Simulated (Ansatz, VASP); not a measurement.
**Two plane-wave programs on SnO2**

The input INCAR:

```
ALGO = Normal ; EDIFF = 1E-6
ENCUT = 520 ; GGA = PE
ISIF = 2 ; ISMEAR = 0
IVDW = 12 ; LASPH = T
LCHARG = T ; LELF = T
LREAL = F ; LVHAR = T
LWAVE = F ; NBANDS = 49
NELM = 80 ; PREC = Accurate
SIGMA = 0.05
```

File KPOINTS:

```
k-points
0
Gamma
  9 9 2
```

POSCAR

```
SnO2
1.0
   -3.2372529198      0.0000000000      0.0000000000
   -1.6186264599     -2.8035432670      0.0000000000
    0.0000000000     -0.0000000001     13.6754773976
Sn O
3 6
Direct
    0.6666666667      0.6666666667      0.4707348724
    1.0000000000      0.0000000000      0.1569011630
    0.3333333333      0.3333333333      0.7845685818
    0.6666666667      0.6666666667      0.2293340005
    1.0000000000      0.0000000000      0.8570014193
    0.3333333333      0.3333333333      0.5431677099
    0.6666666667      0.6666666667      0.7121357442
    1.0000000000      0.0000000000      0.3983020348
    0.3333333333      0.3333333333      0.0844683255
```

Input for Ansatz:

```yaml
crystal:
  lattice:
    - [-3.2372529198, 0.0, 0.0]
    - [-1.6186264599, -2.803543267, 0.0]
    - [0.0, -1.0e-10, 13.6754773976]
  atoms:
    - { symbol: Sn, position: [0.6666666667, 0.6666666667, 0.4707348724] }
    - { symbol: Sn, position: [1.0, 0.0, 0.156901163] }
    - { symbol: Sn, position: [0.3333333333, 0.3333333333, 0.7845685818] }
    - { symbol: O, position: [0.6666666667, 0.6666666667, 0.2293340005] }
    - { symbol: O, position: [1.0, 0.0, 0.8570014193] }
    - { symbol: O, position: [0.3333333333, 0.3333333333, 0.5431677099] }
    - { symbol: O, position: [0.6666666667, 0.6666666667, 0.7121357442] }
    - { symbol: O, position: [1.0, 0.0, 0.3983020348] }
    - { symbol: O, position: [0.3333333333, 0.3333333333, 0.0844683255] }
basis:
  ecutwfc: 520.0
kpoints:
  mp_grid: { grid: [9, 9, 2] }
hamiltonian:
  xc: pbe
  pseudopotentials: { kind: paw, azcp: { folder: soft_1 } }
  dispersion: d3bj
scf:
  occupations: { method: gaussian, width: 0.05 }
output:
  forces: true
  stress: true
  eigenvalues: true
```

Alike in both runs: task single point; functional PBE; dispersion D3(BJ); k mesh 9 × 9 × 2; occupations gaussian, width 0.05 eV; no spin polarisation.

```csv
,VASP,Ansatz
version,VASP 6.6.1,Ansatz 0.2.0
potentials or method,"VASP PAW PBE potentials, release 64 (Sn_d, O), cutoff 520 eV","scalar-relativistic, plane waves, PAW"
valence electrons in the cell,78,78
```

Ansatz gave:

| Item | Value |
| --- | --- |
| gap on the k mesh at the Fermi level (eV) | 1.80 |
| least direct gap on the mesh (eV) | 1.86 |
| pressure (GPa) | -0.4 |
| traceless stress, the component that is largest in VASP (GPa) | 0.17 |
| rms of the force components (eV/Å) | 0.060 |

Estimate VASP's values.

gap on the k mesh at the Fermi level (eV): 1.77; least direct gap on the mesh (eV): 1.84; pressure (GPa): 0.2; traceless stress, the component that is largest in VASP (GPa): -0.25; rms of the force components (eV/Å): 0.077.

Atom by atom the forces differ by 0.026 eV/Å (rms over components).
